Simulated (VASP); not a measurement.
A run of VASP 6.6.1 is set up as follows.

POSCAR

```
Ti
1.0
    3.7564926717      0.0000000000      0.0000000000
   -1.8782463359      3.2532180829      0.0000000000
    0.0000000000      0.0000000000      4.2618666842
Ti
3
Direct
    0.2254000000      0.0000000000      0.3333333333
    0.0000000000      0.2254000000      0.6666666667
    0.7746000000      0.7746000000      0.0000000000
```

INCAR.step1

```
ALGO = Normal
EDIFF = 1E-4
ENCUT = 520
GGA = PE
ISMEAR = 0
LASPH = True
LCHARG = False
LREAL = False
LWAVE = True
NBANDS = 25
NELM = 100
PREC = Accurate
SIGMA = 0.1
```

File INCAR.step2:

```
ALGO = Normal
EDIFF = 1E-6
ENCUT = 520
ISIF = 2
ISMEAR = 0
ISTART = 1
LASPH = True
LCHARG = False
LMIXTAU = True
LREAL = False
LWAVE = False
METAGGA = R2SCAN
NBANDS = 25
NELM = 100
PREC = Accurate
SIGMA = 0.1
```

File KPOINTS:

```
k-points
0
Gamma
  6 6 4
```

Potentials or basis: VASP PAW PBE potentials, release 64 (Ti_sv).

The run is started by

```bash
$ cat potpaw_PBE.64/Ti_sv/POTCAR > POTCAR
$ cp INCAR.step1 INCAR
$ mpirun -np 1 vasp_std > vasp.out
$ cp INCAR.step2 INCAR
$ mpirun -np 1 vasp_std > vasp.out
```

Estimate the band gap on the k mesh.

zero (band 18 reaches 8.24 eV, above the bottom of band 19 at 8.05 eV).

Estimate the largest force.

2.592 eV/Å.

Predict the pressure.

5.8 GPa.

Stress tensor (GPa, compression positive):
```
6.03 0.00 0.00
0.00 6.03 0.00
0.00 0.00 5.31
```

Caveat: the k points lie up to 0.37 Å⁻¹ apart; the PAW data sets were made with another functional, which shifts forces and pressure a little.
